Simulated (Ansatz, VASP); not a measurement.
# Two plane-wave programs on Ir4Ru

The input INCAR:

```
SYSTEM = Ir4Ru
PREC = Accurate
ENCUT = 600
EDIFF = 1E-6
ISMEAR = 0
SIGMA = 0.1
LREAL = .FALSE.
LASPH = .TRUE.
NELM = 80
ALGO = Fast
ISIF = 3
LWAVE = .FALSE.
LCHARG = .FALSE.
GGA = PE
IBRION = 2
NSW = 100
EDIFFG = -0.01
```

Contents of KPOINTS:

```
regular mesh
0
G
  12 12 12
  0 0 0
```

POSCAR

```
Ir4Ru
1.0
   -3.0485632093      3.0485632093      1.9291796833
    3.0485632093     -3.0485632093      1.9291796833
    3.0485632093      3.0485632093     -1.9291796833
Ru Ir
1 4
Direct
    0.5000000000      0.5000000000      0.0000000000
    0.1013691706      0.7012858229      0.8026549935
    0.7012858229      0.8986308294      0.5999166523
    0.2987141771      0.1013691706      0.4000833477
    0.8986308294      0.2987141771      0.1973450065
```

Input for Ansatz:

```yaml
crystal:
  lattice:
    - [-3.0485632093, 3.0485632093, 1.9291796833]
    - [3.0485632093, -3.0485632093, 1.9291796833]
    - [3.0485632093, 3.0485632093, -1.9291796833]
  atoms:
    - { symbol: Ru, position: [0.5, 0.5, 0.0] }
    - { symbol: Ir, position: [0.1013691706, 0.7012858229, 0.8026549935] }
    - { symbol: Ir, position: [0.7012858229, 0.8986308294, 0.5999166523] }
    - { symbol: Ir, position: [0.2987141771, 0.1013691706, 0.4000833477] }
    - { symbol: Ir, position: [0.8986308294, 0.2987141771, 0.1973450065] }
basis:
  ecutwfc: 420
kpoints:
  mp_grid: { grid: [12, 12, 12] }
hamiltonian:
  xc: pbe
scf:
  occupations: { method: gaussian, width: 0.1 }
output:
  forces: true
  stress: true
  eigenvalues: true
  write_density: true
  write_potential: true
  elf: true
  volumetric_format: npy
relax:
  adjacent_minimum: "off"
  f_tol: 0.01
  max_steps: 80
  cell: { stress_tol: 0.05 }
```

Alike in both runs: task relaxation of cell and atoms; functional PBE; k mesh 12 × 12 × 12; occupations gaussian, width 0.1 eV; no spin polarisation.

|  | VASP | Ansatz |
| --- | --- | --- |
| version | VASP 6.6.1 | Ansatz 0.2.0 |
| potentials or method | VASP PAW PBE potentials, release 64 (Ru_pv, Ir), cutoff 600 eV | scalar-relativistic, plane waves, PAW |
| valence electrons in the cell | 50 | 84 |

|  | VASP | Ansatz | Ansatz less VASP |
| --- | --- | --- | --- |
| gap on the k mesh at the Fermi level, each at its own relaxed structure (eV) | none | none | - |
| relaxed volume (Å³/atom) | 14.36 | 14.34 | -0.019 |
| relaxed length of the cell vector where the two differ most in proportion (Å) | 4.725 | 4.723 | -0.0018 |

A gap of «none» marks a metal or a gap that the smearing closes. VASP's potentials hold 50 valence electrons a cell and Ansatz's 84, so a difference there can come from the potentials and not from the codes.

Spin-orbit coupling is off throughout.
